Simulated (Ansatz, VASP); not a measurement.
**One calculation of Cs2KCrTe6, two programs**

The input INCAR:

```
PREC = Accurate ; ENCUT = 520
EDIFF = 1E-6 ; ISMEAR = 1
SIGMA = 0.0199 ; LREAL = F
LASPH = T ; NELM = 80
ALGO = Normal ; ISIF = 2
LWAVE = F ; LCHARG = F
GGA = RP ; NBANDS = 48
```

KPOINTS

```
Automatic mesh
0
Gamma
  3 3 3
```

File POSCAR:

```
Cs2KCrTe6
1.0
    0.0000000000      5.3562760000      5.3562760000
    5.3562760000      0.0000000000      5.3562760000
    5.3562760000      5.3562760000      0.0000000000
K Cr Te Cs
1 1 6 2
Direct
    0.5000000000      0.5000000000      0.5000000000
    0.0000000000      0.0000000000      0.0000000000
    0.7850000000      0.2150000000      0.2150000000
    0.2150000000      0.7850000000      0.2150000000
    0.2150000000      0.7850000000      0.7850000000
    0.7850000000      0.2150000000      0.7850000000
    0.2150000000      0.2150000000      0.7850000000
    0.7850000000      0.7850000000      0.2150000000
    0.2500000000      0.2500000000      0.2500000000
    0.7500000000      0.7500000000      0.7500000000
```

Input for Ansatz:

```yaml
crystal:
  lattice:
    - [0.0, 5.356276, 5.356276]
    - [5.356276, 0.0, 5.356276]
    - [5.356276, 5.356276, 0.0]
  atoms:
    - { symbol: K, position: [0.5, 0.5, 0.5] }
    - { symbol: Cr, position: [0.0, 0.0, 0.0] }
    - { symbol: Te, position: [0.785, 0.215, 0.215] }
    - { symbol: Te, position: [0.215, 0.785, 0.215] }
    - { symbol: Te, position: [0.215, 0.785, 0.785] }
    - { symbol: Te, position: [0.785, 0.215, 0.785] }
    - { symbol: Te, position: [0.215, 0.215, 0.785] }
    - { symbol: Te, position: [0.785, 0.785, 0.215] }
    - { symbol: Cs, position: [0.25, 0.25, 0.25] }
    - { symbol: Cs, position: [0.75, 0.75, 0.75] }
  symmetry: { tolerance: 0.0003 }
kpoints:
  mp_grid: { grid: [3, 3, 3], shift: [0, 0, 0] }
magnetization:
  spin_polarized: false
scf:
  occupations: { method: cold, width: 0.0199 }
  lower_state_search: light
hamiltonian:
  pseudopotentials: { kind: paw }
  xc: rpbe
basis:
  ecutwfc: 420
output:
  forces: true
  stress: true
  eigenvalues: true
```

Alike in both runs: task single point; functional RPBE; k mesh 3 × 3 × 3; no spin polarisation.

|  | VASP | Ansatz |
| --- | --- | --- |
| version | VASP 6.6.1 | Ansatz 0.2.0 |
| potentials or method | VASP PAW PBE potentials, release 64 (K_sv, Cr_pv, Te, Cs_sv), cutoff 520 eV | PAW plane waves |
| occupations | methfessel-paxton of order 1, width 0.0199 eV | cold, width 0.0199 eV |
| valence electrons in the cell | 75 | 137 |

```csv
,VASP,Ansatz,Ansatz less VASP
gap on the k mesh at the Fermi level (eV),none,none,-
pressure (GPa),17.2,17.3,+0.09
rms of the force components (eV/Å),2.012,2.040,+0.0278
```

VASP's potentials were made for PBE, not for RPBE. Atom by atom the forces differ by 0.028 eV/Å (rms over components). A gap of «none» marks a metal or a gap that the smearing closes. VASP's potentials hold 75 valence electrons a cell and Ansatz's 137, so a difference there can come from the potentials and not from the codes.

Spin-orbit coupling is off throughout.
